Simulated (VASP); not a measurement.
# P in VASP: a series of runs, part 2 of 2

VASP 6.6.1. Earlier steps stand in the parts before.

### 4 Single point, PBEsol (strain +0.0100 x Voigt [0, 0, 1, 0, 0, 0])

INCAR

```
SYSTEM = P
PREC = Accurate
ENCUT = 520
EDIFF = 1E-7
ISMEAR = 0
SIGMA = 0.05
LREAL = .FALSE.
LASPH = .TRUE.
NELM = 60
ALGO = Normal
ISIF = 2
LWAVE = .FALSE.
LCHARG = .FALSE.
GGA = PS
NBANDS = 18
```

KPOINTS

```
regular mesh
0
G
  8 1 6
  0 0 0
```

POSCAR

```
P
1.0
    3.2837277200      0.0000000000      0.0000000000
    0.0000000000     34.8570309900      0.0000000000
    0.0000000000      0.0000000000      4.6784055571
P
4
Direct
    0.0000000000      0.9702614300      0.5921507200
    0.0000000000      0.0297385700      0.4078492800
    0.5000000000      0.0297385700      0.0921507200
    0.5000000000      0.9702614300      0.9078492800
```

Potentials or basis: VASP PAW PBE potentials, release 64 (P).

Launch:

```console
> cat potpaw_PBE.64/P/POTCAR > POTCAR
> mpirun -np 1 vasp_std > vasp.out
```

OUTCAR:

```text
SYSTEM = P
   PREC = Accurate
   ENCUT = 520
   EDIFF = 1E-7
   ISMEAR = 0
   LREAL = .FALSE.
   LASPH = .TRUE.
   NELM = 60
   ISIF = 2
   GGA = PS

 ion  position               nearest neighbor table
   1  0.000  0.970  0.592-   4 2.21   4 2.21   2 2.25
   2  0.000  0.030  0.408-   3 2.21   3 2.21   1 2.25
   3  0.500  0.030  0.092-   2 2.21   2 2.21   4 2.25
   4  0.500  0.970  0.908-   1 2.21   1 2.21   3 2.25

  LATTYP: Found a simple orthorhombic cell.
 ALAT       =     3.2837277200
 B/A-ratio  =     1.4247239589
 C/A-ratio  =    10.6150795566

  Lattice vectors:

 A1 = (  -3.2837277200,   0.0000000000,   0.0000000000)
 A2 = (   0.0000000000,   0.0000000000,   4.6784055571)
 A3 = (   0.0000000000,  34.8570309900,   0.0000000000)

Analysis of symmetry for initial positions (statically):
=====================================================================
 Subroutine PRICEL returns:
 Original cell was already a primitive cell.

 Routine SETGRP: Setting up the symmetry group for a
 simple orthorhombic supercell.
[... 165 lines left out ...]

  energy without entropy =      -22.81022457  energy(sigma->0) =      -22.81022457

 E-fermi :  -3.2299     XC(G=0):  -1.7477

 val. band max:       -3.5098527202   @ k =   0.0000   0.0000   0.0000
 cond. band min:      -2.5550728688   @ k =   0.0000   0.0000   0.0000
 fundamental gap:      0.9547798514
 Fermi energy:        -3.2298995958

 k-point     1 :       0.0000    0.0000    0.0000
  band No.  band energies     occupation
      1     -18.5547      2.00000
      2     -16.0792      2.00000
      3     -12.8100      2.00000
      4      -9.2503      2.00000
      5      -8.2059      2.00000
      6      -8.0874      2.00000
[... 397 lines left out ...]
      5      -8.5206      2.00000
      6      -8.5206      2.00000
[... 10 lines left out ...]
     17       3.0410      0.00000
     18       3.0410      0.00000

------------------------ aborting loop because EDIFF is reached ----------------------------------------

  FORCE on cell =-STRESS in cart. coord.  units (eV):
  Direction    XX          YY          ZZ          XY          YZ          ZX
  --------------------------------------------------------------------------------------
  -------------------------------------------------------------------------------------
  Total       -0.7974874      0.0611221     -0.8000546      0.0000000      0.0000000      0.0000000
  in kB       -2.3860472      0.1828746     -2.3937281      0.0000000      0.0000000      0.0000000
  external PRESSURE =      -1.5323002 kB  Pullay stress =       0.0000000 kB

 VOLUME and BASIS-vectors are now :
 -----------------------------------------------------------------------------
  energy-cutoff  :      520.00
  volume of cell :      535.49
      direct lattice vectors                 reciprocal lattice vectors
     3.283727720  0.000000000  0.000000000     0.304531948  0.000000000  0.000000000
     0.000000000 34.857030990  0.000000000     0.000000000  0.028688617  0.000000000
     0.000000000  0.000000000  4.678405557     0.000000000  0.000000000  0.213748036

 POSITION                                       TOTAL-FORCE (eV/Angst)
 -----------------------------------------------------------------------------------
      0.00000     33.82043      2.77032         0.000000     -0.018158     -0.101277
      0.00000      1.03660      1.90808         0.000000      0.018158      0.101277
      1.64186      1.03660      0.43112         0.000000      0.018158     -0.101277
      1.64186     33.82043      4.24729         0.000000     -0.018158      0.101277
 -----------------------------------------------------------------------------------
    total drift:                               -0.000000      0.000000     -0.000000

  FREE ENERGIE OF THE ION-ELECTRON SYSTEM (eV)
  ---------------------------------------------------
  free  energy   TOTEN  =       -22.8102245679 eV

  energy  without entropy=      -22.8102245679  energy(sigma->0) =      -22.81022457
```

OSZICAR:

```text
N       E                     dE             d eps       ncg     rms          rms(c)
DAV:   1     0.137367051725E+03    0.13737E+03   -0.55763E+03   720   0.723E+02
DAV:   2    -0.440847327440E+01   -0.14178E+03   -0.13110E+03  1198   0.132E+02
DAV:   3    -0.226339021853E+02   -0.18225E+02   -0.18144E+02   954   0.566E+01
DAV:   4    -0.230410232699E+02   -0.40712E+00   -0.40604E+00  1018   0.109E+01
[... 17 lines left out ...]
DAV:  22    -0.228102234638E+02   -0.12461E-05   -0.17074E-08   694   0.476E-04    0.445E-04
DAV:  23    -0.228102242853E+02   -0.82148E-06   -0.13272E-08   746   0.315E-04    0.265E-04
DAV:  24    -0.228102244326E+02   -0.14732E-06   -0.47724E-10   734   0.113E-04    0.240E-04
DAV:  25    -0.228102245553E+02   -0.12271E-06   -0.64350E-10   638   0.931E-05    0.110E-04
DAV:  26    -0.228102245679E+02   -0.12578E-07    0.30697E-10   620   0.403E-05
   1 F= -.22810225E+02 E0= -.22810225E+02  d E =-.142750E-16
```

stdout:

```text
POSCAR found type information on POSCAR P
 POSCAR found :  1 types and       4 ions
 scaLAPACK will be used
 -----------------------------------------------------------------------------
|                                                                             |
|                                                                             |
|     You enforced a specific xc type in the INCAR file but a different       |
|     I HOPE YOU KNOW WHAT YOU ARE DOING!                                     |
|                                                                             |
 -----------------------------------------------------------------------------

 LDA part: xc-table for (Slater+PW92), standard interpolation
 POSCAR, INCAR and KPOINTS ok, starting setup
 FFT: planning ... GRIDC
 FFT: planning ... GRID_SOFT
 FFT: planning ... GRID
 WAVECAR not read
 entering main loop
```

It took 3.1 min on 1 thread of Intel Xeon 6975P-C (Granite Rapids), shared host; peak memory 0.57 GiB.

Results:

| Item | Value |
| --- | --- |
| Free energy | -22.8102 eV |
| Largest force | 0.103 eV/Å |
| Band gap on the k mesh | 0.95 eV |

Forces in eV/Å, atoms in the order of the input:
```
P    0.000 -0.018 -0.101
P    0.000  0.018  0.101
P    0.000  0.018 -0.101
P    0.000 -0.018  0.101
```

Levels at points of the mesh, in eV from the valence-band top:
| k point | band 8 | band 9 | band 10 | band 11 | band 12 | band 13 |
| --- | --- | --- | --- | --- | --- | --- |
| (0.00, 0.00, 0.00) | -1.75 | -1.62 | 0.00 | 0.95 | 1.57 | 2.65 |
| (0.50, 0.00, 0.00) | -2.74 | -1.96 | -1.96 | 1.14 | 1.14 | 2.21 |
| (0.00, 0.00, 0.50) | -2.56 | -1.42 | -1.42 | 2.08 | 2.08 | 3.72 |
| (0.50, 0.00, 0.50) | -4.54 | -1.04 | -1.04 | 2.34 | 2.34 | 3.64 |

Caveat: the cell differs from its parent crystal (strain +0.0100 x Voigt [0, 0, 1, 0, 0, 0]); there is no dipole correction, which matters where the two faces differ; the PAW data sets were made with another functional, which shifts forces and pressure a little.

### 5 Single point, PBEsol (strain +0.0200 x Voigt [0, 0, 1, 0, 0, 0])

INCAR

```
ALGO     = Normal         # electronic algorithm
EDIFF    = 1E-6           # SCF threshold, eV
ENCUT    = 520            # plane-wave cutoff, eV
GGA      = PS             # functional
ISIF     = 2              # what is computed and relaxed
ISMEAR   = 0              # smearing method
LASPH    = T              # aspherical terms in the spheres
LCHARG   = F              # write CHGCAR
LREAL    = F              # projectors in reciprocal space
LWAVE    = F              # write WAVECAR
NBANDS   = 18             # bands
NELM     = 80             # most SCF steps
PREC     = Accurate       # precision mode
SIGMA    = 0.05           # smearing width, eV
```

KPOINTS

```
k-points
0
Gamma
  8 1 6
```

POSCAR, as its differences from that of step 4:

```diff
@@ -4,3 +4,3 @@
     0.0000000000     34.8570309900      0.0000000000
-    0.0000000000      0.0000000000      4.6784055571
+    0.0000000000      0.0000000000      4.7247264042
 P
```

Potentials or basis: VASP PAW PBE potentials, release 64 (P).

Launch:

```console
> cat potpaw_PBE.64/P/POTCAR > POTCAR
> mpirun -np 1 vasp_std > vasp.out
```

OUTCAR:

```text
EDIFF = 1E-6
   ENCUT = 520
   GGA = PS
   ISIF = 2
   ISMEAR = 0
   LASPH = T
   LREAL = F
   NELM = 80
   PREC = Accurate

 ion  position               nearest neighbor table
   1  0.000  0.970  0.592-   4 2.22   4 2.22   2 2.25
   2  0.000  0.030  0.408-   3 2.22   3 2.22   1 2.25
   3  0.500  0.030  0.092-   2 2.22   2 2.22   4 2.25
   4  0.500  0.970  0.908-   1 2.22   1 2.22   3 2.25

  LATTYP: Found a simple orthorhombic cell.
 ALAT       =     3.2837277200
 B/A-ratio  =     1.4388301367
 C/A-ratio  =    10.6150795566

  Lattice vectors:

 A1 = (  -3.2837277200,   0.0000000000,   0.0000000000)
 A2 = (   0.0000000000,   0.0000000000,   4.7247264042)
 A3 = (   0.0000000000,  34.8570309900,   0.0000000000)

Analysis of symmetry for initial positions (statically):
=====================================================================
 Subroutine PRICEL returns:
 Original cell was already a primitive cell.

 Routine SETGRP: Setting up the symmetry group for a
 simple orthorhombic supercell.

 Subroutine GETGRP returns: Found  8 space group operations
 (whereof  4 operations were pure point group operations)
 out of a pool of  8 trial point group operations.

The static configuration has the point symmetry C_2h.
 The point group associated with its full space group is D_2h.

Analysis of symmetry for dynamics (positions and initial velocities):
=====================================================================
 Subroutine PRICEL returns:
 Original cell was already a primitive cell.

 Routine SETGRP: Setting up the symmetry group for a
 simple orthorhombic supercell.

 Subroutine GETGRP returns: Found  8 space group operations
 (whereof  4 operations were pure point group operations)
 out of a pool of  8 trial point group operations.

The dynamic configuration has the point symmetry C_2h.
 The point group associated with its full space group is D_2h.

 Subroutine INISYM returns: Found  8 space group operations
 (whereof  4 operations are pure point group operations),
 and found     1 'primitive' translations

----------------------------------------------------------------------------------------

                                     Primitive cell

  volume of cell :     540.7969

  direct lattice vectors                    reciprocal lattice vectors
     3.283727720  0.000000000  0.000000000     0.304531948  0.000000000  0.000000000
     0.000000000 34.857030990  0.000000000     0.000000000  0.028688617  0.000000000
     0.000000000  0.000000000  4.724726404     0.000000000  0.000000000  0.211652467

  length of vectors
     3.283727720 34.857030990  4.724726404     0.304531948  0.028688617  0.211652467

  position of ions in fractional coordinates (direct lattice)
     0.000000000  0.970261430  0.592150720
     0.000000000  0.029738570  0.407849280
     0.500000000  0.029738570  0.092150720
     0.500000000  0.970261430  0.907849280

  ion indices of the primitive-cell ions
   primitive index   ion index
                 1           1
                 2           2
                 3           3
                 4           4

----------------------------------------------------------------------------------------

 KPOINTS: k-points

Automatic generation of k-mesh.
 Grid dimensions read from file:
 generate k-points for:    8    1    6

 Generating k-lattice:

  Cartesian coordinates                     Fractional coordinates (reciprocal lattice)
     0.038066494  0.000000000  0.000000000     0.125000000  0.000000000  0.000000000
     0.000000000  0.028688617  0.000000000     0.000000000  1.000000000  0.000000000
     0.000000000  0.000000000  0.035275411     0.000000000  0.000000000  0.166666667

  Length of vectors
     0.038066494  0.028688617  0.035275411

  Shift w.r.t. Gamma in fractional coordinates (k-lattice)
     0.000000000  0.000000000  0.000000000

 Subroutine IBZKPT returns following result:
 ===========================================

 Found     20 irreducible k-points:

 Following reciprocal coordinates:
            Coordinates               Weight
  0.000000  0.000000  0.000000      1.000000
  0.125000  0.000000  0.000000      2.000000
  0.250000  0.000000  0.000000      2.000000
  0.375000  0.000000  0.000000      2.000000
  0.500000  0.000000  0.000000      1.000000
  0.000000  0.000000  0.166667      2.000000
[... 12 lines left out ...]
  0.375000  0.000000  0.500000      2.000000
  0.500000  0.000000  0.500000      1.000000
   k-points           NKPTS =     20   k-points in BZ     NKDIM =     20   number of bands    NBANDS=     18
   number of dos      NEDOS =    301   number of ions     NIONS =      4
   total plane-waves  NPLWV = 233280
   dimension x,y,z NGX =    24 NGY =  270 NGZ =   36
   dimension x,y,z NGXF=    48 NGYF=  540 NGZF=   72
   ions per type =               4
   NGX,Y,Z   is equivalent  to a cutoff of  12.15, 12.88, 12.67 a.u.
   NGXF,Y,Z  is equivalent  to a cutoff of  24.30, 25.75, 25.33 a.u.
 SYSTEM =  unknown system
   PREC   = accura    normal or accurate (medium, high low for compatibility)
   ISTART =      0    job   : 0-new  1-cont  2-samecut
   ICHARG =      2    charge: 1-file 2-atom 10-const
   ISPIN  =      1    spin polarized calculation?
   LNONCOLLINEAR =      F non collinear calculations
   LSORBIT =      F    spin-orbit coupling
   LASPH  =      T    aspherical Exc in radial PAW
   ENCUT  =  520.0 eV  38.22 Ry    6.18 a.u.   6.11 64.81  8.78*2*pi/ulx,y,z
   NELM   =     80;   NELMIN=  2; NELMDL= -5     # of ELM steps
   EDIFF  = 0.1E-05   stopping-criterion for ELM
   LREAL  =      F    real-space projection
   EDIFFG = 0.1E-04   stopping-criterion for IOM
   NSW    =      0    number of steps for IOM
   IBRION =     -1    ionic relax: 0-MD 1-quasi-New 2-CG
   NFREE  =      0    steps in history (QN), initial steepest desc. (CG)
   ISIF   =      2    stress and relaxation
   ISYM   =      2    0-nonsym 1-usesym 2-fastsym
   POTIM  = 0.5000    time-step for ionic-motion
   TEBEG  =    0.0;   TEEND  =   0.0 temperature during run
   PSTRESS=    0.0 pullay stress
   NELECT =      20.0000    total number of electrons
   NUPDOWN=      -1.0000    fix difference up-down
   EMIN   =  10.00;   EMAX   =-10.00  energy-range for DOS
   EFERMI =   0.00;   METHOD = LEGACY
   ISMEAR =     0;   SIGMA  =   0.05  broadening in eV -4-tet -1-fermi 0-gaus
   EFERMI_NEDOS =   21; number of points for ismear=-14 and -15
   IALGO  =     38    algorithm
   IMIX   =      4    mixing-type and parameters
     AMIX     =   0.40;   BMIX     =  1.00
     AMIX_MAG =   1.60;   BMIX_MAG =  1.00
  volume/ion in A,a.u.               =     135.20       912.37
  Fermi-wavevector in a.u.,A,eV,Ry     =   0.545431  1.030716  4.047670  0.297495
  Thomas-Fermi vector in A             =   1.574795
   LORBIT       =      0    0 simple, 1 ext, 2 COOP (PROOUT), +10 PAW based schemes
   GGA     = PS    functional components
   LHFCALC =     F    Hartree Fock is set to
   AEXX    =    0.0000 exact exchange contribution
   IVDW    =     0    specifies the selected vdW correction
   LEPSILON=     F    determine dielectric tensor
   LRPA    =     F    only Hartree local field effects (RPA)
 non-spin polarized calculation
 Gauss-broadening in eV      SIGMA  =   0.05
  energy-cutoff  :      520.00
  volume of cell :      540.80
 maximum number of plane-waves:     14642
   NGX = 13   NGY =129   NGZ = 17

 number of electron      20.0000001 magnetization

 Free energy of the ion-electron system (eV)
  ---------------------------------------------------
  ext. energy  EPLUGINS =         0.00000000
  ---------------------------------------------------
  free energy    TOTEN  =       -22.79923847 eV

  energy without entropy =      -22.79923847  energy(sigma->0) =      -22.79923847

 E-fermi :  -3.2972     XC(G=0):  -1.7620

 val. band max:       -3.5655602731   @ k =   0.0000   0.0000   0.0000
 cond. band min:      -2.5522325806   @ k =   0.0000   0.0000   0.0000
 fundamental gap:      1.0133276925
 Fermi energy:        -3.2972187298

 k-point     1 :       0.0000    0.0000    0.0000
  band No.  band energies     occupation
      1     -18.4980      2.00000
      2     -16.0429      2.00000
      3     -12.8803      2.00000
      4      -9.2295      2.00000
      5      -8.2966      2.00000
      6      -8.0816      2.00000
[... 397 lines left out ...]
      5      -8.5030      2.00000
      6      -8.5030      2.00000
[... 10 lines left out ...]
     17       3.0355      0.00000
     18       3.0355      0.00000

------------------------ aborting loop because EDIFF is reached ----------------------------------------

  FORCE on cell =-STRESS in cart. coord.  units (eV):
  Direction    XX          YY          ZZ          XY          YZ          ZX
  --------------------------------------------------------------------------------------
  -------------------------------------------------------------------------------------
  Total       -1.0975974     -0.0487420     -1.4578471      0.0000000      0.0000000      0.0000000
  in kB       -3.2517674     -0.1444041     -4.3190512      0.0000000      0.0000000      0.0000000
  external PRESSURE =      -2.5717409 kB  Pullay stress =       0.0000000 kB

 VOLUME and BASIS-vectors are now :
 -----------------------------------------------------------------------------
  energy-cutoff  :      520.00
  volume of cell :      540.80
      direct lattice vectors                 reciprocal lattice vectors
     3.283727720  0.000000000  0.000000000     0.304531948  0.000000000  0.000000000
     0.000000000 34.857030990  0.000000000     0.000000000  0.028688617  0.000000000
     0.000000000  0.000000000  4.724726404     0.000000000  0.000000000  0.211652467

 POSITION                                       TOTAL-FORCE (eV/Angst)
 -----------------------------------------------------------------------------------
      0.00000     33.82043      2.79775         0.000000      0.008353      0.045220
      0.00000      1.03660      1.92698         0.000000     -0.008353     -0.045220
      1.64186      1.03660      0.43539        -0.000000     -0.008353      0.045220
      1.64186     33.82043      4.28934         0.000000      0.008353     -0.045220
 -----------------------------------------------------------------------------------
    total drift:                               -0.000000     -0.000000      0.000000

  FREE ENERGIE OF THE ION-ELECTRON SYSTEM (eV)
  ---------------------------------------------------
  free  energy   TOTEN  =       -22.7992384732 eV

  energy  without entropy=      -22.7992384732  energy(sigma->0) =      -22.79923847
```

Wall time 2.6 min (1 thread of Intel Xeon 6975P-C (Granite Rapids), shared host); peak memory 0.56 GiB.

Results:

| Quantity | Value |
| --- | --- |
| Free energy | -22.7992 eV |
| Largest force | 0.046 eV/Å |
| Band gap on the k mesh | 1.01 eV |

Forces in eV/Å, atoms in the order of the input:
```
P    0.000  0.008  0.045
P    0.000 -0.008 -0.045
P    0.000 -0.008  0.045
P    0.000  0.008 -0.045
```

Caveat: the cell differs from its parent crystal (strain +0.0200 x Voigt [0, 0, 1, 0, 0, 0]); there is no dipole correction, which matters where the two faces differ; the PAW data sets were made with another functional, which shifts forces and pressure a little.

### 6 The runs side by side

```tsv
cell	gap on the mesh (eV)	largest force (eV/Å)
a = 3.284, b = 34.857, c = 4.539 Å, 4 atoms	0.78	0.57
a = 3.284, b = 34.857, c = 4.586 Å, 4 atoms	0.84	0.41
a = 3.284, b = 34.857, c = 4.678 Å, 4 atoms	0.95	0.10
a = 3.284, b = 34.857, c = 4.725 Å, 4 atoms	1.01	0.05
```

Alike in all rows: task single point; level PBEsol; potentials or basis VASP PAW PBE potentials, release 64 (P); no spin polarisation; k mesh 8 × 1 × 6; cutoff (eV) 520; smearing gaussian 0.05 eV.

Caveats: there is no dipole correction, which matters where the two faces differ; the PAW data sets were made with another functional, which shifts forces and pressure a little.

Total energies depend on the potentials used, so only differences within one code and one set of settings carry meaning.
